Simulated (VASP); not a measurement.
Set up this calculation in VASP 6.6.1, as the native input.

```yaml
Task: single point
Functional: PBE0
Potentials_or_basis: VASP PAW PBE potentials, release 64 (Sn_d, Mg)
Cutoff: 520 eV
k_mesh: 4 × 4 × 4
Occupations: gaussian, width 0.01 eV
Spin: no spin polarisation
Dipole_correction: no
Grid_for_exact_exchange_PRECFOCK: Normal
Further_INCAR_settings: ALGO = Normal; EDIFF = 1e-06; NBANDS = 16
```

The system is Mg2Sn.

```xyz
3
Lattice="0.0000 3.3799 3.3799 3.3799 0.0000 3.3799 3.3799 3.3799 0.0000" Properties=species:S:1:pos:R:3 pbc="T T T"
Sn    0.0000    0.0000    0.0000
Mg    1.6900    1.6900    1.6900
Mg    5.0699    5.0699    5.0699
```

These files were run (other wordings do the same):

POSCAR

```
Mg2Sn
1.0
    0.0000000000      3.3799352829      3.3799352829
    3.3799352829      0.0000000000      3.3799352829
    3.3799352829      3.3799352829      0.0000000000
Sn Mg
1 2
Direct
    0.0000000000      0.0000000000      0.0000000000
    0.2500000000      0.2500000000      0.2500000000
    0.7500000000      0.7500000000      0.7500000000
```

INCAR.step1

```
  PREC = Accurate
  ENCUT = 520
  EDIFF = 1E-5
  ISMEAR = 0
  SIGMA = 0.01
  LREAL = F
  LASPH = T
  NELM = 120
  ALGO = Normal
  ISIF = 2
  LWAVE = T
  LCHARG = F
  GGA = PE
  NBANDS = 16
  GGA_COMPAT = F
```

INCAR.step2

```
  PREC = Accurate
  ENCUT = 520
  EDIFF = 1E-6
  ISMEAR = 0
  SIGMA = 0.01
  LREAL = F
  LASPH = T
  NELM = 120
  ALGO = Normal
  ISIF = 2
  LWAVE = F
  LCHARG = F
  GGA = PE
  LHFCALC = T
  AEXX = 0.25
  PRECFOCK = Normal
  ISTART = 1
  NBANDS = 16
  GGA_COMPAT = F
```

KPOINTS

```
regular mesh
0
Gamma
  4 4 4
```

Potentials or basis: VASP PAW PBE potentials, release 64 (Sn_d, Mg).

Command:

```bash
$ cat potpaw_PBE.64/Sn_d/POTCAR potpaw_PBE.64/Mg/POTCAR > POTCAR
$ cp INCAR.step1 INCAR
$ mpirun -np 1 vasp_std > vasp.out
$ cp INCAR.step2 INCAR
$ mpirun -np 1 vasp_std > vasp.out
```

Results of the run:

The pressure is 0.1 GPa. The band gap on the k mesh is zero (band 9 reaches 4.32 eV, above the bottom of band 10 at 3.98 eV).

Caveat: the k points lie up to 0.40 Å⁻¹ apart; the PAW data sets were made with another functional, which shifts forces and pressure a little; spin-orbit coupling is left out, which moves the levels of the heavy elements.

Wall time 5.1 min on 1 thread of Intel(R) Xeon(R) 6975P-C (Granite Rapids), on a shared host, peak memory 0.22 GiB.
